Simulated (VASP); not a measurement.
Te2Mo, 6 atoms in the cell. The cell holds a slab with vacuum, 6 atoms: a = 3.504 Å, b = 3.504 Å, c = 24.768 Å, α = 90.00°, β = 90.00°, γ = 120.00°.  This cell differs from its parent crystal: layers slid over each other.

```yaml
Program: VASP 6.6.1
Task: single point
Functional: PBE
Dispersion: D3(BJ)
Potentials_or_basis: VASP PAW PBE potentials, release 64 (Te, Mo_sv)
Cutoff: 520 eV
k_mesh: 9 × 9 × 1
Occupations: gaussian, width 0.05 eV
Spin: no spin polarisation
Dipole_correction: yes
Further_INCAR_settings: ALGO = Normal; EDIFF = 1e-06; NBANDS = 35
```

Potentials or basis: VASP PAW PBE potentials, release 64 (Te, Mo_sv).

The run is started by

```sh
$ cat potpaw_PBE.64/Te/POTCAR potpaw_PBE.64/Mo_sv/POTCAR > POTCAR
$ mpirun -np 1 vasp_std > vasp.out
```

Hardware: 1 thread of Intel(R) Xeon(R) Platinum 8375C CPU @ 2.90GHz (Ice Lake), on a shared host.

Estimate the wall time of this run.

Wall time 5.2 min on 1 thread of Intel(R) Xeon(R) Platinum 8375C CPU @ 2.90GHz (Ice Lake) (shared host), peak memory 0.48 GiB. Counts: scf iterations 23, k points 25.
